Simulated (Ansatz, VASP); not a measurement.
SnSe2 in VASP and in Ansatz

File POSCAR:

```
SnSe2
1.0
    1.9122916093      1.1040620754      6.3350940540
   -1.9122916093      1.1040620754      6.3350940540
    0.0000000000     -2.2081241508      6.3350940540
Sn Se
1 2
Direct
    0.0000000000      0.0000000000      0.0000000000
    0.2505568941      0.2505568941      0.2505568941
    0.7494431059      0.7494431059      0.7494431059
```

The input INCAR.step1:

```
SYSTEM = SnSe2
ALGO     = Normal         ! electronic algorithm
EDIFF    = 1E-4           ! SCF threshold, eV
ENCUT    = 520            ! plane-wave cutoff, eV
GGA      = PE             ! functional
ISMEAR   = 0              ! smearing method
LASPH    = .True.         ! aspherical terms in the spheres
LCHARG   = .False.        ! write CHGCAR
LREAL    = .False.        ! projectors in reciprocal space
LWAVE    = .True.         ! write WAVECAR
NBANDS   = 20             ! bands
NELM     = 80             ! most SCF steps
PREC     = Accurate       ! precision mode
SIGMA    = 0.01           ! smearing width, eV
```

INCAR.step2

```
SYSTEM = SnSe2
ALGO     = Normal         ! electronic algorithm
EDIFF    = 1E-6           ! SCF threshold, eV
ENCUT    = 520            ! plane-wave cutoff, eV
ISIF     = 2              ! what is computed and relaxed
ISMEAR   = 0              ! smearing method
ISTART   = 1            
LASPH    = .True.         ! aspherical terms in the spheres
LCHARG   = .False.        ! write CHGCAR
LMIXTAU  = .True.       
LREAL    = .False.        ! projectors in reciprocal space
LWAVE    = .False.        ! write WAVECAR
METAGGA  = R2SCAN         ! meta-GGA
NBANDS   = 20             ! bands
NELM     = 80             ! most SCF steps
PREC     = Accurate       ! precision mode
SIGMA    = 0.01           ! smearing width, eV
```

File KPOINTS:

```
k-points
0
Gamma
  8 8 8
  0 0 0
```

Input for Ansatz:

```yaml
crystal:
  lattice:
    - [1.9122916093, 1.1040620754, 6.335094054]
    - [-1.9122916093, 1.1040620754, 6.335094054]
    - [0.0, -2.2081241508, 6.335094054]
  atoms:
    - { symbol: Sn, position: [0.0, 0.0, 0.0] }
    - { symbol: Se, position: [0.2505568941, 0.2505568941, 0.2505568941] }
    - { symbol: Se, position: [0.7494431059, 0.7494431059, 0.7494431059] }
kpoints:
  mp_grid: { grid: [8, 8, 8] }
  band_path:
    path:
      - [0.0, 0.0, 0.0]
      - [0.5, 0.5, 0.5]
      - [0.8130849856, 0.1869150144, 0.5]
      - [0.5, -0.1869150144, 0.1869150144]
      - [0.5, 0.0, 0.0]
      - [0.3434575072, -0.3434575072, 0.0]
      - [0.6565424928, 0.0, 0.3434575072]
      - [0.5, 0.0, 0.5]
      - [0.0, 0.153646, -0.153646]
      - [0.0, 0.5, 0.5]
    npoints: 1
hamiltonian:
  xc: r2scan
scf:
  occupations: { method: fixed }
  n_extra_bands: 4
output:
  forces: true
  stress: true
  eigenvalues: true
```

Alike in both runs: task single point; functional r2SCAN; k mesh 8 × 8 × 8; no spin polarisation.

```csv
,VASP,Ansatz
version,VASP 6.6.1,Ansatz 0.2.0
potentials or method,"VASP PAW PBE potentials, release 64 (Sn_d, Se)","plane waves, PAW"
plane-wave cutoff (eV),520,500
occupations,"gaussian, width 0.01 eV",fixed
valence electrons in the cell,26,46
```

|  | VASP | Ansatz | Ansatz less VASP |
| --- | --- | --- | --- |
| gap on the k mesh at the Fermi level (eV) | 0.59 | 0.59 | -0.001 |
| pressure (GPa) | 1.0 | 0.9 | -0.05 |
| rms of the force components (eV/Å) | 0.007 | 0.013 | +0.0062 |

VASP's potentials were made for PBE, not for r2SCAN. Atom by atom the forces differ by 0.006 eV/Å (rms over components). VASP's potentials hold 26 valence electrons a cell and Ansatz's 46, so a difference there can come from the potentials and not from the codes.
